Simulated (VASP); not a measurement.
Set up this calculation in VASP 6.6.1, as the native input.

```yaml
Task: single point
Functional: r2SCAN
Potentials_or_basis: VASP PAW PBE potentials, release 64 (Ga_d)
Cutoff: 520 eV
k_mesh: 14 × 14 × 8
Occupations: fermi-dirac, width 0.1 eV
Spin: no spin polarisation
Dipole_correction: no
Further_INCAR_settings: ALGO = Normal; EDIFF = 1e-06; NBANDS = 20
```

The system is Ga.

```
CELL_PARAMETERS angstrom
3.05354 0.00000 0.00000
-1.52677 2.64444 0.00000
0.00000 0.00000 4.82033
ATOMIC_POSITIONS crystal
Ga 0.33333 0.66667 0.25000
Ga 0.66667 0.33333 0.75000
```

This cell differs from its parent crystal: volume scaled by 1.08.

One way to write it, as run:

POSCAR

```
Ga
1.0
    3.0535375081      0.0000000000      0.0000000000
   -1.5267687541      2.6444410534      0.0000000000
    0.0000000000      0.0000000000      4.8203318325
Ga
2
Direct
    0.3333333333      0.6666666667      0.2500000000
    0.6666666667      0.3333333333      0.7500000000
```

INCAR.step1

```
PREC = Accurate ; ENCUT = 520
ISMEAR = -1 ; SIGMA = 0.1
LREAL = F ; LASPH = T
NELM = 60 ; NBANDS = 20
GGA = PE ; ALGO = Normal
EDIFF = 1E-4 ; LWAVE = T
LCHARG = F
```

INCAR.step2

```
PREC = Accurate ; ENCUT = 520
EDIFF = 1E-6 ; ISMEAR = -1
SIGMA = 0.1 ; LREAL = F
LASPH = T ; NELM = 60
ALGO = Normal ; ISIF = 2
LWAVE = F ; LCHARG = F
METAGGA = R2SCAN ; LMIXTAU = T
NBANDS = 20 ; ISTART = 1
```

KPOINTS

```
Automatic mesh
0
Gamma
  14 14 8
```

Potentials or basis: VASP PAW PBE potentials, release 64 (Ga_d).

Command:

```console
$ cat potpaw_PBE.64/Ga_d/POTCAR > POTCAR
$ cp INCAR.step1 INCAR
$ mpirun -np 1 vasp_std > vasp.out
$ cp INCAR.step2 INCAR
$ mpirun -np 1 vasp_std > vasp.out
```

It gave:

- Pressure: -3.5 GPa
- Band gap on the k mesh: zero (band 13 reaches 10.05 eV, above the bottom of band 14 at 1.95 eV)

Caveat: the PAW data sets were made with another functional, which shifts forces and pressure a little.

Wall time 2.1 min on 1 thread of Intel(R) Xeon(R) Platinum 8488C (Sapphire Rapids) (shared host), peak memory 0.21 GiB.
